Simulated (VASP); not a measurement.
Lu, 2 atoms in the cell. It takes space group P6_3/mmc (No. 194, hexagonal). Conventional cell: a = 3.510 Å, b = 3.510 Å, c = 5.567 Å, α = 90.00°, β = 90.00°, γ = 120.00°. Within 4.5 Å of Lu (site symmetry -6m2) lie 12 Lu at 3.44 to 3.51 Å. 

- Program: VASP 6.6.1
- Task: electric field gradients
- Functional: PBEsol
- Potentials or basis: VASP PAW PBE potentials, release 64 (Lu)
- Cutoff: 520 eV
- k mesh: 13 × 13 × 8
- Occupations: fermi-dirac, width 0.03 eV
- Spin: no spin polarisation
- Dipole correction: no
- Further INCAR settings: ALGO = Normal; EDIFF = 1e-08; NBANDS = 32

Potentials or basis: VASP PAW PBE potentials, release 64 (Lu).

Run with:

```sh
$ cat potpaw_PBE.64/Lu/POTCAR > POTCAR
$ mpirun -np 1 vasp_std > vasp.out
```

Hardware: 1 thread of Intel Xeon 8259CL (shared host).

**Question.** How long does it take, and how much memory?

**Answer.** Wall time 5.8 min on 1 thread of Intel Xeon 8259CL, with other jobs on the host, peak memory 0.3 GiB. Counts: scf iterations 15, k points 105.
